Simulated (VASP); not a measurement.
# CdTe (F-43m) in VASP: further runs

CdTe is run at these levels: r2SCAN; tasks: single point.

Everything below comes from runs of VASP 6.6.1. Logs are shortened: lines on timing, memory, paths and dates and some standing lists are left out, and cuts for length are marked.

### 1 The cell of the first run

The structure is cubic, space group F-43m (No. 216). Conventional cell: a = 6.091 Å, b = 6.091 Å, c = 6.091 Å, α = 90.00°, β = 90.00°, γ = 90.00°. Cd (site symmetry -43m) has 4 Te at 2.64 Å within 3.5 Å. Within 3.5 Å of Te (site symmetry -43m) lie 4 Cd at 2.64 Å.

### 2 Single point, r2SCAN

POSCAR reads:

```
CdTe
1.0
    3.0454587344      3.0454587344      0.0000000000
   -3.0454587344      3.0454587344      0.0000000000
    0.0000000000      3.0454587344      3.0454587344
Cd Te
1 1
Direct
    0.0000000000      0.0000000000      0.0000000000
    0.7500000000      0.2500000000      0.5000000000
```

INCAR.step1 reads:

```
  PREC = Accurate
  ENCUT = 520
  ISMEAR = 0
  SIGMA = 0.01
  LREAL = False
  LASPH = True
  NELM = 100
  NBANDS = 16
  GGA = PE
  ALGO = Normal
  EDIFF = 1E-4
  LWAVE = True
  LCHARG = False
```

INCAR.step2 reads:

```
  PREC = Accurate
  ENCUT = 520
  EDIFF = 1E-6
  ISMEAR = 0
  SIGMA = 0.01
  LREAL = False
  LASPH = True
  NELM = 100
  ALGO = Normal
  ISIF = 2
  LWAVE = False
  LCHARG = False
  METAGGA = R2SCAN
  LMIXTAU = True
  NBANDS = 16
  ISTART = 1
```

KPOINTS reads:

```
Automatic mesh
0
Gamma
  6 6 6
```

Potentials or basis: VASP PAW PBE potentials, release 64 (Cd, Te).

Started as:

```bash
$ cat potpaw_PBE.64/Cd/POTCAR potpaw_PBE.64/Te/POTCAR > POTCAR
$ cp INCAR.step1 INCAR
$ mpirun -np 1 vasp_std > vasp.out
$ cp INCAR.step2 INCAR
$ mpirun -np 1 vasp_std > vasp.out
```

OUTCAR:

```text
PREC = Accurate
   ENCUT = 520
   EDIFF = 1E-6
   ISMEAR = 0
   LREAL = False
   LASPH = True
   NELM = 100
   ISIF = 2
   METAGGA = R2SCAN
   ISTART = 1

 ion  position               nearest neighbor table
   1  0.000  0.000  0.000-   2 2.64   2 2.64   2 2.64   2 2.64
   2  0.750  0.250  0.500-   1 2.64   1 2.64   1 2.64   1 2.64

  LATTYP: Found a face centered cubic cell.
 ALAT       =     6.0909174688

  Lattice vectors:

 A1 = (   0.0000000000,   3.0454587344,   3.0454587344)
 A2 = (   3.0454587344,   0.0000000000,   3.0454587344)
 A3 = (   3.0454587344,   3.0454587344,   0.0000000000)

Analysis of symmetry for initial positions (statically):
=====================================================================
 Subroutine PRICEL returns:
 Original cell was already a primitive cell.

 Routine SETGRP: Setting up the symmetry group for a
 face centered cubic supercell.

 Subroutine GETGRP returns: Found 24 space group operations
 (whereof 24 operations were pure point group operations)
 out of a pool of 48 trial point group operations.

The static configuration has the point symmetry T_d .

Analysis of symmetry for dynamics (positions and initial velocities):
=====================================================================
 Subroutine PRICEL returns:
 Original cell was already a primitive cell.

 Routine SETGRP: Setting up the symmetry group for a
 face centered cubic supercell.

 Subroutine GETGRP returns: Found 24 space group operations
 (whereof 24 operations were pure point group operations)
 out of a pool of 48 trial point group operations.

The dynamic configuration has the point symmetry T_d .

 Subroutine INISYM returns: Found 24 space group operations
 (whereof 24 operations are pure point group operations),
 and found     1 'primitive' translations

----------------------------------------------------------------------------------------

                                     Primitive cell

  volume of cell :      56.4922

  direct lattice vectors                    reciprocal lattice vectors
     3.045458734  3.045458734  0.000000000     0.164178879  0.164178879 -0.164178879
    -3.045458734  3.045458734  0.000000000    -0.164178879  0.164178879 -0.164178879
     0.000000000  3.045458734  3.045458734     0.000000000  0.000000000  0.328357757

  length of vectors
     4.306929046  4.306929046  4.306929046     0.284366159  0.284366159  0.328357757

  position of ions in fractional coordinates (direct lattice)
     0.000000000  0.000000000  0.000000000
     0.750000000  0.250000000  0.500000000

  ion indices of the primitive-cell ions
   primitive index   ion index
                 1           1
                 2           2

----------------------------------------------------------------------------------------

 KPOINTS: Automatic mesh

Automatic generation of k-mesh.
 Grid dimensions read from file:
 generate k-points for:    6    6    6

 Generating k-lattice:

  Cartesian coordinates                     Fractional coordinates (reciprocal lattice)
     0.027363146  0.027363146 -0.027363146     0.166666667  0.000000000  0.000000000
    -0.027363146  0.027363146 -0.027363146     0.000000000  0.166666667  0.000000000
     0.000000000  0.000000000  0.054726293     0.000000000  0.000000000  0.166666667

  Length of vectors
     0.047394360  0.047394360  0.054726293

  Shift w.r.t. Gamma in fractional coordinates (k-lattice)
     0.000000000  0.000000000  0.000000000

 Subroutine IBZKPT returns following result:
 ===========================================

 Found     16 irreducible k-points:

 Following reciprocal coordinates:
            Coordinates               Weight
  0.000000  0.000000  0.000000      1.000000
  0.166667  0.000000  0.000000      8.000000
  0.333333  0.000000  0.000000      8.000000
  0.500000  0.000000  0.000000      4.000000
  0.166667  0.166667  0.000000     12.000000
  0.333333  0.166667  0.000000     24.000000
[... 8 lines left out ...]
  0.500000  0.333333  0.166667     24.000000
  0.500000  0.500000  0.166667     12.000000
   k-points           NKPTS =     16   k-points in BZ     NKDIM =     16   number of bands    NBANDS=     16
   number of dos      NEDOS =    301   number of ions     NIONS =      2
   total plane-waves  NPLWV =  32768
   dimension x,y,z NGX =    32 NGY =   32 NGZ =   32
   dimension x,y,z NGXF=    64 NGYF=   64 NGZF=   64
   ions per type =               1   1
   NGX,Y,Z   is equivalent  to a cutoff of  12.35, 12.35, 12.35 a.u.
   NGXF,Y,Z  is equivalent  to a cutoff of  24.70, 24.70, 24.70 a.u.
 SYSTEM =  unknown system
   PREC   = accura    normal or accurate (medium, high low for compatibility)
   ISTART =      1    job   : 0-new  1-cont  2-samecut
   ICHARG =      0    charge: 1-file 2-atom 10-const
   ISPIN  =      1    spin polarized calculation?
   LNONCOLLINEAR =      F non collinear calculations
   LSORBIT =      F    spin-orbit coupling
[... 123 lines left out ...]
      4      -4.9289      2.00000
      5      -4.9253      2.00000
      6      -4.5144      2.00000
[... 8 lines left out ...]
     15      14.0910      0.00000
     16      15.5023      0.00000

 k-point     7 :       0.5000    0.1667    0.0000
  band No.  band energies     occupation
      1      -8.1441      2.00000
      2      -5.2470      2.00000
      3      -5.2214      2.00000
      4      -4.9533      2.00000
      5      -4.8969      2.00000
      6      -4.3411      2.00000
[... 8 lines left out ...]
     15      15.2956      0.00000
     16      15.4731      0.00000

 k-point     8 :      -0.3333    0.1667    0.0000
  band No.  band energies     occupation
      1      -8.3430      2.00000
      2      -5.2738      2.00000
      3      -5.2492      2.00000
      4      -5.0585      2.00000
      5      -4.8938      2.00000
      6      -4.8527      2.00000
[... 8 lines left out ...]
     15      14.6001      0.00000
     16      14.6208      0.00000

 k-point     9 :      -0.1667    0.1667    0.0000
  band No.  band energies     occupation
      1      -8.5999      2.00000
      2      -5.3141      2.00000
      3      -5.3141      2.00000
      4      -5.2884      2.00000
      5      -4.9332      2.00000
      6      -4.9035      2.00000
[... 8 lines left out ...]
     15      14.3513      0.00000
     16      14.4221      0.00000

 k-point    10 :       0.3333    0.3333    0.0000
  band No.  band energies     occupation
      1      -8.0524      2.00000
      2      -5.2090      2.00000
      3      -5.1626      2.00000
      4      -4.9720      2.00000
      5      -4.9119      2.00000
      6      -4.1058      2.00000
[... 8 lines left out ...]
     15      13.7813      0.00000
     16      17.4919      0.00000

 k-point    11 :       0.5000    0.3333    0.0000
  band No.  band energies     occupation
      1      -8.0514      2.00000
      2      -5.1808      2.00000
      3      -5.1268      2.00000
      4      -5.0499      2.00000
      5      -4.8802      2.00000
      6      -4.2361      2.00000
[... 8 lines left out ...]
     15      15.7865      0.00000
     16      17.2097      0.00000

 k-point    12 :      -0.3333    0.3333    0.0000
  band No.  band energies     occupation
      1      -8.1941      2.00000
      2      -5.1664      2.00000
      3      -5.1664      2.00000
      4      -5.1345      2.00000
      5      -4.8776      2.00000
      6      -4.6855      2.00000
[... 8 lines left out ...]
     15      15.1003      0.00000
     16      17.6354      0.00000

 k-point    13 :       0.5000    0.5000    0.0000
  band No.  band energies     occupation
      1      -8.0044      2.00000
      2      -5.1481      2.00000
      3      -5.0825      2.00000
      4      -5.0825      2.00000
      5      -4.8646      2.00000
      6      -4.1331      2.00000
[... 8 lines left out ...]
     15      15.6497      0.00000
     16      16.8412      0.00000

 k-point    14 :       0.3333    0.3333    0.1667
  band No.  band energies     occupation
      1      -8.1458      2.00000
      2      -5.2112      2.00000
      3      -5.2026      2.00000
      4      -5.0078      2.00000
      5      -4.8971      2.00000
      6      -4.4791      2.00000
[... 8 lines left out ...]
     15      15.6020      0.00000
     16      16.6196      0.00000

 k-point    15 :       0.5000    0.3333    0.1667
  band No.  band energies     occupation
      1      -8.0525      2.00000
      2      -5.2009      2.00000
      3      -5.1733      2.00000
      4      -4.9647      2.00000
      5      -4.9177      2.00000
      6      -4.1005      2.00000
[... 8 lines left out ...]
     15      15.7308      0.00000
     16      16.5553      0.00000

 k-point    16 :       0.5000    0.5000    0.1667
  band No.  band energies     occupation
      1      -8.0069      2.00000
      2      -5.1672      2.00000
      3      -5.1356      2.00000
      4      -5.0083      2.00000
      5      -4.8995      2.00000
      6      -4.0055      2.00000
[... 8 lines left out ...]
     15      16.4584      0.00000
     16      16.8649      0.00000

------------------------ aborting loop because EDIFF is reached ----------------------------------------

  FORCE on cell =-STRESS in cart. coord.  units (eV):
  Direction    XX          YY          ZZ          XY          YZ          ZX
  --------------------------------------------------------------------------------------
  -------------------------------------------------------------------------------------
  Total        5.3749994      5.3749994      5.3749994      0.0000000      0.0000000     -0.0000000
  in kB      152.4406700    152.4406700    152.4406700      0.0000000      0.0000000     -0.0000000
  external PRESSURE =     152.4406700 kB  Pullay stress =       0.0000000 kB

 VOLUME and BASIS-vectors are now :
 -----------------------------------------------------------------------------
  energy-cutoff  :      520.00
  volume of cell :       56.49
      direct lattice vectors                 reciprocal lattice vectors
     3.045458734  3.045458734  0.000000000     0.164178879  0.164178879 -0.164178879
    -3.045458734  3.045458734  0.000000000    -0.164178879  0.164178879 -0.164178879
     0.000000000  3.045458734  3.045458734     0.000000000  0.000000000  0.328357757

 POSITION                                       TOTAL-FORCE (eV/Angst)
 -----------------------------------------------------------------------------------
      0.00000      0.00000      0.00000         0.000000      0.000000      0.000000
      1.52273      4.56819      1.52273        -0.000000     -0.000000      0.000000
 -----------------------------------------------------------------------------------
    total drift:                                0.000005     -0.000000      0.000000

  FREE ENERGIE OF THE ION-ELECTRON SYSTEM (eV)
  ---------------------------------------------------
  free  energy   TOTEN  =       -46.0940156796 eV

  energy  without entropy=      -46.0940156796  energy(sigma->0) =      -46.09401568
```

Wall time 47 s (1 thread of Intel Xeon 6975P-C, shared host); peak memory 0.19 GiB.

What came out:

- Free energy: -46.0940 eV
- Pressure: 15.2 GPa
- Band gap on the k mesh: 1.90 eV, direct

Caveat: the PAW data sets were made with another functional, which shifts forces and pressure a little; spin-orbit coupling is left out, which moves the levels of the heavy elements.

### 3 Single point, r2SCAN

This run uses another cell than the first one, of 29.82 Å³/atom, 1.056 times its volume.

POSCAR reads:

```
CdTe
1.0
    3.1010541220      3.1010541220      0.0000000000
   -3.1010541220      3.1010541220      0.0000000000
    0.0000000000      3.1010541220      3.1010541220
Cd Te
1 1
Direct
    0.0000000000      0.0000000000      0.0000000000
    0.7500000000      0.2500000000      0.5000000000
```

INCAR.step1 reads:

```
SYSTEM = CdTe
PREC = Accurate
ENCUT = 520
ISMEAR = 0
SIGMA = 0.01
LREAL = .FALSE.
LASPH = .TRUE.
NELM = 100
NBANDS = 16
GGA = PE
ALGO = Normal
EDIFF = 1E-4
LWAVE = .TRUE.
LCHARG = .FALSE.
```

INCAR.step2 reads:

```
SYSTEM = CdTe
PREC = Accurate
ENCUT = 520
EDIFF = 1E-6
ISMEAR = 0
SIGMA = 0.01
LREAL = .FALSE.
LASPH = .TRUE.
NELM = 100
ALGO = Normal
ISIF = 2
LWAVE = .FALSE.
LCHARG = .TRUE.
METAGGA = R2SCAN
LMIXTAU = .TRUE.
LELF = .TRUE.
LVHAR = .TRUE.
NBANDS = 16
ISTART = 1
```

KPOINTS reads:

```
regular mesh
0
G
  6 6 6
  0 0 0
```

Potentials or basis: VASP PAW PBE potentials, release 64 (Cd, Te).

Started as:

```bash
$ cat potpaw_PBE.64/Cd/POTCAR potpaw_PBE.64/Te/POTCAR > POTCAR
$ cp INCAR.step1 INCAR
$ mpirun -np 1 vasp_std > vasp.out
$ cp INCAR.step2 INCAR
$ mpirun -np 1 vasp_std > vasp.out
```

Run time: 68 s. Hardware: 1 thread of Intel Xeon 6975P-C, shared host; peak memory 0.22 GiB.

The run converged. Its results:

```
Free energy            : -46.3419 eV
Pressure               : 10.2 GPa
Band gap on the k mesh : 1.72 eV, direct
```

Levels at points of the mesh, in eV from the valence-band top:
| k point | band 6 | band 7 | band 8 | band 9 | band 10 | band 11 | band 12 | band 13 |
| --- | --- | --- | --- | --- | --- | --- | --- | --- |
| (0.00, 0.00, 0.00) | -8.72 | 0.00 | 0.00 | 0.00 | 1.71 | 4.88 | 4.88 | 4.88 |
| (0.50, 0.00, 0.00) | -8.23 | -5.37 | -1.02 | -1.02 | 2.36 | 5.48 | 5.48 | 7.44 |
| (0.50, 0.50, 0.00) | -8.02 | -5.08 | -2.43 | -2.43 | 2.55 | 2.89 | 10.32 | 10.51 |

Caveat: the PAW data sets were made with another functional, which shifts forces and pressure a little; spin-orbit coupling is left out, which moves the levels of the heavy elements. r2SCAN opens gaps a little over a GGA but as a rule still falls short of measured ones.

### 4 Single point, r2SCAN

This run uses another cell than the first one, of 31.02 Å³/atom, 1.098 times its volume.

POSCAR reads:

```
CdTe
1.0
    3.1418901752      3.1418901752      0.0000000000
   -3.1418901752      3.1418901752      0.0000000000
    0.0000000000      3.1418901752      3.1418901752
Cd Te
1 1
Direct
    0.0000000000      0.0000000000      0.0000000000
    0.7500000000      0.2500000000      0.5000000000
```

INCAR.step1 reads:

```
ALGO = Normal
EDIFF = 1E-4
ENCUT = 520
GGA = PE
ISMEAR = 0
LASPH = T
LCHARG = F
LREAL = F
LWAVE = T
NBANDS = 16
NELM = 80
PREC = Accurate
SIGMA = 0.01
```

INCAR.step2 reads:

```
ALGO = Normal
EDIFF = 1E-7
ENCUT = 520
ISIF = 2
ISMEAR = 0
ISTART = 1
LASPH = T
LCHARG = F
LMIXTAU = T
LREAL = F
LWAVE = F
METAGGA = R2SCAN
NBANDS = 16
NELM = 80
PREC = Accurate
SIGMA = 0.01
```

KPOINTS reads:

```
k-points
0
Gamma
  6 6 6
```

Started as:

```bash
$ cat potpaw_PBE.64/Cd/POTCAR potpaw_PBE.64/Te/POTCAR > POTCAR
$ cp INCAR.step1 INCAR
$ mpirun -np 1 vasp_std > vasp.out
$ cp INCAR.step2 INCAR
$ mpirun -np 1 vasp_std > vasp.out
```

It took 71 s on 1 thread of Intel Xeon 6975P-C, shared host; peak memory 0.22 GiB.

It converged, with:

```
Free energy            : -46.4703 eV
Pressure               : 7.1 GPa
Band gap on the k mesh : 1.58 eV, direct
```

Levels at points of the mesh, in eV from the valence-band top:
```csv
k point,band 5,band 6,band 7,band 8,band 9,band 10,band 11,band 12,band 13,band 14
"(0.00, 0.00, 0.00)",-8.57,-8.57,0.00,0.00,0.00,1.58,4.94,4.94,4.94,8.09
"(0.50, 0.00, 0.00)",-8.56,-8.11,-5.10,-0.95,-0.95,2.33,5.52,5.52,7.45,9.67
"(0.50, 0.50, 0.00)",-8.53,-7.92,-4.86,-2.27,-2.27,2.66,2.93,10.06,10.30,10.30
```

Caveat: the PAW data sets were made with another functional, which shifts forces and pressure a little; spin-orbit coupling is left out, which moves the levels of the heavy elements.

### 5 Single point, r2SCAN

This run uses another cell than the first one, of 31.02 Å³/atom, 1.098 times its volume.

POSCAR is that of step 4.

INCAR.step1 reads:

```
SYSTEM = CdTe
ALGO = Normal
EDIFF = 1E-4
ENCUT = 520
GGA = PE
ISMEAR = 0
LASPH = .TRUE.
LCHARG = .FALSE.
LREAL = .FALSE.
LWAVE = .TRUE.
NBANDS = 16
NELM = 60
PREC = Accurate
SIGMA = 0.01
```

INCAR.step2 reads:

```
SYSTEM = CdTe
ALGO = Normal
EDIFF = 1E-6
ENCUT = 520
ISIF = 2
ISMEAR = 0
ISTART = 1
LASPH = .TRUE.
LCHARG = .FALSE.
LMIXTAU = .TRUE.
LREAL = .FALSE.
LWAVE = .FALSE.
METAGGA = R2SCAN
NBANDS = 16
NELM = 60
PREC = Accurate
SIGMA = 0.01
```

KPOINTS reads:

```
k-points
0
G
  6 6 6
  0 0 0
```

Started as:

```bash
$ cat potpaw_PBE.64/Cd/POTCAR potpaw_PBE.64/Te/POTCAR > POTCAR
$ cp INCAR.step1 INCAR
$ mpirun -np 1 vasp_std > vasp.out
$ cp INCAR.step2 INCAR
$ mpirun -np 1 vasp_std > vasp.out
```

Wall time 65 s (1 thread of Intel Xeon 6975P-C, shared host); peak memory 0.22 GiB.

It converged, with:

| Quantity | Value |
| --- | --- |
| Free energy | -46.4703 eV |
| Pressure | 7.2 GPa |
| Band gap on the k mesh | 1.58 eV, direct |

Levels at points of the mesh, in eV from the valence-band top:
```
           k point  band 5  band 6  band 7  band 8  band 9  band 10  band 11  band 12  band 13  band 14
(0.00, 0.00, 0.00)   -8.57   -8.57    0.00    0.00    0.00     1.58     4.94     4.94     4.94     8.09
(0.50, 0.00, 0.00)   -8.56   -8.11   -5.10   -0.95   -0.95     2.33     5.52     5.52     7.45     9.67
(0.50, 0.50, 0.00)   -8.53   -7.92   -4.86   -2.27   -2.27     2.66     2.93    10.06    10.31    10.31
```

Caveat: the PAW data sets were made with another functional, which shifts forces and pressure a little; spin-orbit coupling is left out, which moves the levels of the heavy elements. r2SCAN opens gaps a little over a GGA but as a rule still falls short of measured ones.

### 6 Summary

| cell | gap on the mesh (eV) | pressure (GPa) |
| --- | --- | --- |
| a = 4.307 Å, angles 60.0, 60.0, 90.0°, 2 atoms | 1.90 | 15.2 |
| a = 4.386 Å, angles 60.0, 60.0, 90.0°, 2 atoms | 1.72 | 10.2 |
| a = 4.443 Å, angles 60.0, 60.0, 90.0°, 2 atoms | 1.58 | 7.2 |

Alike in all rows: task single point; level r2SCAN; potentials or basis VASP PAW PBE potentials, release 64 (Cd, Te); no spin polarisation; k mesh 6 × 6 × 6; cutoff (eV) 520; smearing gaussian 0.01 eV.

Caveats: the PAW data sets were made with another functional, which shifts forces and pressure a little; spin-orbit coupling is left out, which moves the levels of the heavy elements.

Total energies depend on the potentials used, so only differences within one code and one set of settings carry meaning.
